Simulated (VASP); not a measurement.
Runs of VASP 6.6.1 on WC. The structure is that of space group P-6m2 (No. 187), or close to it. The cells are those of the table. 

```csv
cell,gap on the mesh (eV),pressure (GPa)
"a = 3.133, b = 3.133, c = 2.829 Å, angles 90.0, 90.0, 120.0°, 2 atoms",none,-34.2
"a = 3.017, b = 3.017, c = 2.942 Å, angles 90.0, 90.0, 120.0°, 2 atoms",none,-29.7
"a = 3.017, b = 3.017, c = 2.716 Å, angles 90.0, 90.0, 120.0°, 2 atoms",none,(a)
"a = 3.017, b = 3.017, c = 2.603 Å, angles 90.0, 90.0, 120.0°, 2 atoms",none,(b)
"a = 3.133, b = 3.133, c = 2.603 Å, angles 90.0, 90.0, 120.0°, 2 atoms",none,-2.8
```

Alike in all rows: task single point; level PBE; potentials or basis VASP PAW PBE potentials, release 64 (W_sv, C); no spin polarisation; k mesh 18 × 18 × 16; cutoff (eV) 520; smearing gaussian 0.15 eV.

Question: Fill in the values left out.

Answer: (a) -0.1; (b) 22.2.

Caveats: spin-orbit coupling is left out, which moves the levels of the heavy elements; the cell stands under tension (at least some runs); the cell stands under pressure (at least some runs).

A k mesh can miss the band edges, and the runs leave out spin-orbit coupling on W.

A gap of «none» marks levels without a gap at the run's occupations.
